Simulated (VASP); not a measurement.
ZnO:

```
Zn O
1.0
     5.51757    0.00000    0.00000
     0.00000    5.51757    0.00000
     0.00000    0.00000    3.25878
Zn O
4 4
Direct
  0.18197 0.18197 0.50000
  0.81803 0.81803 0.50000
  0.68197 0.31803 0.00000
  0.31803 0.68197 0.00000
  0.81725 0.18275 0.50000
  0.18275 0.81725 0.50000
  0.68275 0.68275 0.00000
  0.31725 0.31725 0.00000
```

```yaml
Program: VASP 6.6.1
Task: relaxation of cell and atoms
Functional: PBE
Potentials_or_basis: VASP PAW PBE potentials, release 64 (Zn, O)
Cutoff: 600 eV
k_mesh: 4 × 4 × 6
Occupations: gaussian, width 0.1 eV
Spin: no spin polarisation
```

At the start: pressure 5.9 GPa; volume 12.40 Å³/atom.

Question: How do energy, volume and symmetry change on relaxing?

Answer: Over 3 steps the energy falls by 9.6 meV/atom and the volume is 12.95 Å³/atom (+4.4 %); space group P4_2/mnm (No. 136, to 0.1 Å) before and after.

Step by step:
```csv
step,energy change (eV),largest force (eV/Å),pressure (GPa),volume (Å³)
1,0.0000,0.0353,5.87,99.21
2,-0.0582,0.0365,-2.42,105.88
3,-0.0770,0.0221,0.06,103.58
```

Final structure:
```yaml
crystal:
  lattice:
    - [5.59544, 0.00000, 0.00000]
    - [0.00000, 5.59544, 0.00000]
    - [0.00000, 0.00000, 3.30820]
  atoms:
    - { symbol: Zn, position: [0.18212, 0.18212, 0.50000] }
    - { symbol: Zn, position: [0.81788, 0.81788, 0.50000] }
    - { symbol: Zn, position: [0.68212, 0.31788, 0.00000] }
    - { symbol: Zn, position: [0.31788, 0.68212, 0.00000] }
    - { symbol: O, position: [0.81721, 0.18279, 0.50000] }
    - { symbol: O, position: [0.18279, 0.81721, 0.50000] }
    - { symbol: O, position: [0.68279, 0.68279, 0.00000] }
    - { symbol: O, position: [0.31721, 0.31721, 0.00000] }
```
